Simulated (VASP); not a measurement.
# C in VASP: further runs

Runs on C. Level: HSE06. Tasks: single point.

Everything below comes from runs of VASP 6.6.1. Logs are shortened: lines on timing, memory, paths and dates and some standing lists are left out, and cuts for length are marked.

### Step 1. The cell of the first run

It takes space group I4_1/amd (No. 141, tetragonal). The conventional cell has a = 2.517 Å, b = 2.517 Å, c = 3.422 Å, α = 90.00°, β = 90.00°, γ = 90.00°. Within 2.0 Å of C (site symmetry -4m2) lie 4 C at 1.52 Å.

### Step 2. Single point, HSE06 (uniaxial z strain -3.9%)

The input, POSCAR:

```
C
1.0
    0.0000000000      1.7801241411      1.7112333368
    1.7801241411      0.0000000000      1.7112333368
    1.7801241411      1.7801241411      0.0000000000
C
2
Direct
    0.0000000000      0.0000000000      0.0000000000
    0.2500000000      0.2500000000      0.2500000000
```

The input, INCAR.step1:

```
ALGO = Normal
EDIFF = 1E-5
ENCUT = 520
GGA = PE
ISIF = 2
ISMEAR = 0
LASPH = True
LCHARG = False
LREAL = False
LWAVE = True
NBANDS = 11
NELM = 80
PREC = Accurate
SIGMA = 0.01
```

The input, INCAR.step2:

```
ALGO = Normal
EDIFF = 1E-6
ENCUT = 520
GGA = PE
HFSCREEN = 0.2079
ISIF = 2
ISMEAR = 0
ISTART = 1
LASPH = True
LCHARG = False
LHFCALC = True
LREAL = False
LWAVE = False
NBANDS = 11
NELM = 80
PREC = Accurate
PRECFOCK = Normal
SIGMA = 0.01
```

The input, KPOINTS:

```
k-points
0
Gamma
  8 8 8
```

Potentials or basis: VASP PAW PBE potentials, release 64 (C).

Launch:

```
$ cat potpaw_PBE.64/C/POTCAR > POTCAR
$ cp INCAR.step1 INCAR
$ mpirun -np 1 vasp_std > vasp.out
$ cp INCAR.step2 INCAR
$ mpirun -np 1 vasp_std > vasp.out
```

OUTCAR:

```text
EDIFF = 1E-6
   ENCUT = 520
   GGA = PE
   HFSCREEN = 0.2079
   ISIF = 2
   ISMEAR = 0
   ISTART = 1
   LASPH = True
   LHFCALC = True
   LREAL = False
   NELM = 80
   PREC = Accurate
   PRECFOCK = Normal

 ion  position               nearest neighbor table
   1  0.000  0.000  0.000-   2 1.52   2 1.52   2 1.52   2 1.52
   2  0.250  0.250  0.250-   1 1.52   1 1.52   1 1.52   1 1.52

  LATTYP: Found a body centered tetragonal cell.
 ALAT       =     2.5174757031
 C/A-ratio  =     1.3594834975

  Lattice vectors:

 A1 = (   0.0000000000,  -1.7801241411,  -1.7112333368)
 A2 = (   0.0000000000,   1.7801241411,  -1.7112333368)
 A3 = (   1.7801241411,   0.0000000000,   1.7112333368)

Analysis of symmetry for initial positions (statically):
=====================================================================
 Subroutine PRICEL returns:
 Original cell was already a primitive cell.

 Routine SETGRP: Setting up the symmetry group for a
 body centered tetragonal supercell.

 Subroutine GETGRP returns: Found 16 space group operations
 (whereof  8 operations were pure point group operations)
 out of a pool of 16 trial point group operations.

The static configuration has the point symmetry D_2d.
 The point group associated with its full space group is D_4h.

Analysis of symmetry for dynamics (positions and initial velocities):
=====================================================================
 Subroutine PRICEL returns:
 Original cell was already a primitive cell.

 Routine SETGRP: Setting up the symmetry group for a
 body centered tetragonal supercell.

 Subroutine GETGRP returns: Found 16 space group operations
 (whereof  8 operations were pure point group operations)
 out of a pool of 16 trial point group operations.

The dynamic configuration has the point symmetry D_2d.
 The point group associated with its full space group is D_4h.

 Subroutine INISYM returns: Found 16 space group operations
 (whereof  8 operations are pure point group operations),
 and found     1 'primitive' translations

----------------------------------------------------------------------------------------

                                     Primitive cell

  volume of cell :      10.8453

  direct lattice vectors                    reciprocal lattice vectors
     0.000000000  1.780124141  1.711233337    -0.280879287  0.280879287  0.292186921
     1.780124141  0.000000000  1.711233337     0.280879287 -0.280879287  0.292186921
     1.780124141  1.780124141  0.000000000     0.280879287  0.280879287 -0.292186921

  length of vectors
     2.469243101  2.469243101  2.517475703     0.493112102  0.493112102  0.493112102

  position of ions in fractional coordinates (direct lattice)
     0.000000000  0.000000000  0.000000000
     0.250000000  0.250000000  0.250000000

  ion indices of the primitive-cell ions
   primitive index   ion index
                 1           1
                 2           2

----------------------------------------------------------------------------------------

 KPOINTS: k-points

Automatic generation of k-mesh.
 Grid dimensions read from file:
 generate k-points for:    8    8    8

 Generating k-lattice:

  Cartesian coordinates                     Fractional coordinates (reciprocal lattice)
    -0.035109911  0.035109911  0.036523365     0.125000000  0.000000000  0.000000000
     0.035109911 -0.035109911  0.036523365     0.000000000  0.125000000  0.000000000
     0.035109911  0.035109911 -0.036523365    -0.000000000 -0.000000000  0.125000000

  Length of vectors
     0.061639013  0.061639013  0.061639013

  Shift w.r.t. Gamma in fractional coordinates (k-lattice)
     0.000000000  0.000000000  0.000000000

 Subroutine IBZKPT returns following result:
 ===========================================

 Found     59 irreducible k-points:

 Following reciprocal coordinates:
            Coordinates               Weight
  0.000000  0.000000  0.000000      1.000000
  0.125000 -0.000000  0.000000      8.000000
  0.250000 -0.000000  0.000000      8.000000
  0.375000 -0.000000  0.000000      8.000000
  0.500000 -0.000000  0.000000      4.000000
  0.125000  0.125000  0.000000      2.000000
[... 16 lines left out ...]
  0.250000 -0.000000  0.125000     16.000000
  0.375000 -0.000000  0.125000     16.000000
 [... further k-points ...]
   k-points           NKPTS =     59   k-points in BZ     NKDIM =    512   number of bands    NBANDS=     11
   number of dos      NEDOS =    301   number of ions     NIONS =      2
   total plane-waves  NPLWV =   6480
   dimension x,y,z NGX =    18 NGY =   18 NGZ =   20
   dimension x,y,z NGXF=    36 NGYF=   36 NGZF=   40
   ions per type =               2
   NGX,Y,Z   is equivalent  to a cutoff of  12.12, 12.12, 13.21 a.u.
   NGXF,Y,Z  is equivalent  to a cutoff of  24.24, 24.24, 26.41 a.u.
 SYSTEM =  unknown system
   PREC   = accura    normal or accurate (medium, high low for compatibility)
   ISTART =      1    job   : 0-new  1-cont  2-samecut
   ICHARG =      0    charge: 1-file 2-atom 10-const
   ISPIN  =      1    spin polarized calculation?
   LNONCOLLINEAR =      F non collinear calculations
   LSORBIT =      F    spin-orbit coupling
   LASPH  =      T    aspherical Exc in radial PAW
   ENCUT  =  520.0 eV  38.22 Ry    6.18 a.u.   4.59  4.59  4.68*2*pi/ulx,y,z
   NELM   =     80;   NELMIN=  2; NELMDL=  0     # of ELM steps
   EDIFF  = 0.1E-05   stopping-criterion for ELM
   LREAL  =      F    real-space projection
   EDIFFG = 0.1E-04   stopping-criterion for IOM
   NSW    =      0    number of steps for IOM
   IBRION =     -1    ionic relax: 0-MD 1-quasi-New 2-CG
   NFREE  =      0    steps in history (QN), initial steepest desc. (CG)
   ISIF   =      2    stress and relaxation
   ISYM   =      3    0-nonsym 1-usesym 2-fastsym
   POTIM  = 0.5000    time-step for ionic-motion
   TEBEG  =    0.0;   TEEND  =   0.0 temperature during run
   PSTRESS=    0.0 pullay stress
   NELECT =       8.0000    total number of electrons
   NUPDOWN=      -1.0000    fix difference up-down
   EMIN   =  10.00;   EMAX   =-10.00  energy-range for DOS
   EFERMI =   0.00;   METHOD = LEGACY
   ISMEAR =     0;   SIGMA  =   0.01  broadening in eV -4-tet -1-fermi 0-gaus
   EFERMI_NEDOS =   21; number of points for ismear=-14 and -15
   IALGO  =     38    algorithm
   IMIX   =      1    mixing-type and parameters
     AMIX     =   0.40;   BMIX     =  1.00
     AMIX_MAG =   1.60;   BMIX_MAG =  1.00
  volume/ion in A,a.u.               =       5.42        36.59
  Fermi-wavevector in a.u.,A,eV,Ry     =   1.479193  2.795270 29.769716  2.188012
  Thomas-Fermi vector in A             =   2.593381
   LORBIT       =      0    0 simple, 1 ext, 2 COOP (PROOUT), +10 PAW based schemes
   GGA     = PE    functional components
   LHFCALC =     T    Hartree Fock is set to
   PRECFOCK=normal    Normal, Fast or Accurate (Low or Medium for compatibility)
   ENCUT4O =  -1.0   cutoff for four orbital integrals eV
   NKREDX  =     1    reduce k-point grid by
   NKREDY  =     1    reduce k-point grid by
   NKREDZ  =     1    reduce k-point grid by
   AEXX    =    0.2500 exact exchange contribution
   HFSCREEN=    0.2079 screening length (either q_TF or 0.3 A-1)
   HFSCREENC=   0.2079 screening length for correlation (either q_TF or 0.3 A-1)
   ENCUTFOCK=  -1.0 apply spherical cutoff to Coloumb kernel
   IVDW    =     0    specifies the selected vdW correction
   LEPSILON=     F    determine dielectric tensor
   LRPA    =     F    only Hartree local field effects (RPA)
 non-spin polarized calculation
 Gauss-broadening in eV      SIGMA  =   0.01
  energy-cutoff  :      520.00
  volume of cell :       10.85
 maximum number of plane-waves:       303
  NGX = 14; NGY = 14; NGZ = 16

 number of electron       8.0000000 magnetization

 Free energy of the ion-electron system (eV)
  ---------------------------------------------------
  ext. energy  EPLUGINS =         0.00000000
  ---------------------------------------------------
  free energy    TOTEN  =       -21.00274330 eV

  energy without entropy =      -21.00274330  energy(sigma->0) =      -21.00274330

 E-fermi :  10.4200     XC(G=0): -10.9983

 val. band max:       10.1801456642   @ k =   0.0000   0.0000   0.0000
 cond. band min:      14.4910556720   @ k =   0.3750   0.3750   0.0000
 fundamental gap:      4.3109100078
 Fermi energy:        10.4200253326

 k-point     1 :       0.0000    0.0000    0.0000
  band No.  band energies     occupation
      1     -14.4107      2.00000
      2       9.5641      2.00000
      3       9.5641      2.00000
      4      10.1801      2.00000
      5      16.5500      0.00000
      6      17.0651      0.00000
      7      17.0651      0.00000
      8      26.1024      0.00000
      9      31.2510      0.00000
     10      37.5125      0.00000
     11      38.8612      0.00000

 k-point     2 :       0.1250   -0.0000    0.0000
  band No.  band energies     occupation
      1     -13.9283      2.00000
      2       7.0582      2.00000
      3       8.8101      2.00000
      4       9.2965      2.00000
      5      17.5404      0.00000
      6      17.9947      0.00000
      7      18.4820      0.00000
      8      26.4207      0.00000
      9      31.9951      0.00000
     10      34.6127      0.00000
     11      35.6389      0.00000

 k-point     3 :       0.2500   -0.0000    0.0000
  band No.  band energies     occupation
      1     -12.4944      2.00000
      2       2.3325      2.00000
      3       7.4999      2.00000
      4       8.0961      2.00000
      5      18.9565      0.00000
      6      19.3499      0.00000
      7      20.1876      0.00000
      8      27.1821      0.00000
      9      32.7715      0.00000
     10      33.8994      0.00000
     11      34.5766      0.00000

 k-point     4 :       0.3750   -0.0000    0.0000
  band No.  band energies     occupation
      1     -10.1771      2.00000
      2      -2.3008      2.00000
      3       6.5413      2.00000
      4       7.2503      2.00000
      5      19.5512      0.00000
      6      19.7789      0.00000
      7      21.0833      0.00000
      8      27.7255      0.00000
      9      33.4341      0.00000
     10      36.1997      0.00000
     11      36.2032      0.00000

 k-point     5 :       0.5000   -0.0000    0.0000
  band No.  band energies     occupation
      1      -7.9108      2.00000
      2      -5.3780      2.00000
      3       6.2045      2.00000
      4       6.9579      2.00000
      5      19.6366      0.00000
      6      19.7641      0.00000
      7      21.3179      0.00000
      8      27.8105      0.00000
      9      34.3276      0.00000
     10      36.9759      0.00000
     11      38.3356      0.00000
[... 211 lines left out ...]
 k-point    21 :       0.5000    0.5000    0.0000
  band No.  band energies     occupation
      1      -4.1817      2.00000
      2      -4.1817      2.00000
      3       2.1900      2.00000
      4       2.1900      2.00000
      5      15.1323      0.00000
      6      15.1323      0.00000
      7      29.8386      0.00000
      8      29.8386      0.00000
      9      36.5750      0.00000
     10      36.5750      0.00000
     11      44.4219      0.00000

 k-point    22 :       0.1250    0.0000    0.1250
  band No.  band energies     occupation
      1     -13.7848      2.00000
      2       7.7553      2.00000
      3       8.0754      2.00000
      4       8.1630      2.00000
      5      16.6325      0.00000
      6      18.8891      0.00000
      7      19.7157      0.00000
      8      25.8516      0.00000
      9      32.0056      0.00000
     10      32.2680      0.00000
     11      39.4455      0.00000

 k-point    23 :       0.2500   -0.0000    0.1250
  band No.  band energies     occupation
      1     -12.6847      2.00000
      2       4.0766      2.00000
      3       6.6295      2.00000
      4       7.3695      2.00000
      5      17.3869      0.00000
      6      20.5715      0.00000
      7      21.6281      0.00000
      8      24.9553      0.00000
      9      32.0204      0.00000
     10      33.2996      0.00000
     11      37.7817      0.00000

 k-point    24 :       0.3750   -0.0000    0.1250
  band No.  band energies     occupation
      1     -10.6695      2.00000
      2      -0.4719      2.00000
      3       5.7256      2.00000
      4       6.1661      2.00000
      5      18.6026      0.00000
      6      21.2754      0.00000
      7      22.5284      0.00000
      8      25.6667      0.00000
      9      33.3019      0.00000
     10      34.1352      0.00000
     11      38.3954      0.00000

 [... further k-points ...]
[... 5 lines left out ...]
  --------------------------------------------------------------------------------------
  -------------------------------------------------------------------------------------
  Total        0.0965579      0.0965579      2.7259353      0.0000000     -0.0000000      0.0000000
  in kB       14.2645609     14.2645609    402.7043490      0.0000000     -0.0000000      0.0000000
  external PRESSURE =     143.7444903 kB  Pullay stress =       0.0000000 kB

 VOLUME and BASIS-vectors are now :
 -----------------------------------------------------------------------------
  energy-cutoff  :      520.00
  volume of cell :       10.85
      direct lattice vectors                 reciprocal lattice vectors
     0.000000000  1.780124141  1.711233337    -0.280879287  0.280879287  0.292186921
     1.780124141  0.000000000  1.711233337     0.280879287 -0.280879287  0.292186921
     1.780124141  1.780124141  0.000000000     0.280879287  0.280879287 -0.292186921

 POSITION                                       TOTAL-FORCE (eV/Angst)
 -----------------------------------------------------------------------------------
      0.00000      0.00000      0.00000         0.000000      0.000000     -0.000000
      0.89006      0.89006      0.85562         0.000000      0.000000      0.000000
 -----------------------------------------------------------------------------------
    total drift:                                0.000000      0.000000      0.000000

  FREE ENERGIE OF THE ION-ELECTRON SYSTEM (eV)
  ---------------------------------------------------
  free  energy   TOTEN  =       -21.0027433003 eV

  energy  without entropy=      -21.0027433003  energy(sigma->0) =      -21.00274330
```

Wall time 29 min (1 thread of AMD EPYC 7R43 (Zen 3), shared host); peak memory 0.18 GiB.

What came out:

```
Free energy            : -21.0027 eV
Pressure               : 14.4 GPa
Band gap on the k mesh : 4.31 eV (least direct gap 6.37 eV)
```

Stress tensor (GPa, compression positive):
```
 1.43  0.00  0.00
 0.00  1.43  0.00
 0.00  0.00 40.27
```

Caveat: the cell differs from its parent crystal (uniaxial z strain -3.9%); the cell stands under pressure; the PAW data sets were made with another functional, which shifts forces and pressure a little. A k mesh can miss the band edges.

### Step 3. Single point, HSE06 (strain along [111] -4.8%)

The input, POSCAR:

```
C
1.0
   -0.0573199973      1.7228041438      1.7228041438
    1.7228041438     -0.0573199973      1.7228041438
    1.7228041438      1.7228041438     -0.0573199973
C
2
Direct
   -0.0007816112     -0.0007816112     -0.0007816112
    0.2507816112      0.2507816112      0.2507816112
```

The input, INCAR.step1:

```
  PREC = Accurate
  ENCUT = 520
  EDIFF = 1E-5
  ISMEAR = 0
  SIGMA = 0.01
  LREAL = F
  LASPH = T
  NELM = 60
  ALGO = Normal
  ISIF = 2
  LWAVE = T
  LCHARG = F
  NBANDS = 11
  GGA = PE
```

The input, INCAR.step2:

```
  PREC = Accurate
  ENCUT = 520
  EDIFF = 1E-6
  ISMEAR = 0
  SIGMA = 0.01
  LREAL = F
  LASPH = T
  NELM = 60
  ALGO = Normal
  ISIF = 2
  LWAVE = F
  LCHARG = F
  GGA = PE
  LHFCALC = T
  HFSCREEN = 0.2079
  PRECFOCK = Normal
  NBANDS = 11
  ISTART = 1
```

The input, KPOINTS:

```
regular mesh
0
Gamma
  8 8 8
```

Potentials or basis: VASP PAW PBE potentials, release 64 (C).

Launch:

```
$ cat potpaw_PBE.64/C/POTCAR > POTCAR
$ cp INCAR.step1 INCAR
$ mpirun -np 1 vasp_std > vasp.out
$ cp INCAR.step2 INCAR
$ mpirun -np 1 vasp_std > vasp.out
```

Wall time 26 min (1 thread of AMD EPYC 7R43 (Zen 3), shared host); peak memory 0.19 GiB.

It converged, with:

- Free energy: -20.9535 eV
- Pressure: 20.8 GPa
- Largest force: 0.079 eV/Å
- Band gap on the k mesh: 5.17 eV (least direct gap 6.56 eV)

Forces in eV/Å, atoms in the order of the input:
```
C   -0.045 -0.045 -0.045
C    0.045  0.045  0.045
```

Stress tensor (GPa, compression positive):
```
20.85 22.08 22.08
22.08 20.85 22.08
22.08 22.08 20.85
```

Levels at points of the mesh, in eV from the valence-band top:
```tsv
k point	band 1	band 2	band 3	band 4	band 5	band 6	band 7	band 8
(0.00, 0.00, 0.00)	-24.43	-0.16	-0.16	0.00	6.56	6.56	7.84	16.73
(0.50, 0.00, 0.00)	-18.13	-15.38	-3.16	-3.11	9.86	10.36	11.85	18.14
(0.50, 0.50, 0.00)	-14.79	-14.40	-7.72	-6.90	5.21	6.70	19.69	20.06
(0.50, 0.50, 0.50)	-17.09	-15.37	-3.82	-3.82	9.78	9.78	9.81	17.55
```

Caveat: the cell differs from its parent crystal (strain along [111] -4.8%); the cell stands under pressure; the PAW data sets were made with another functional, which shifts forces and pressure a little.
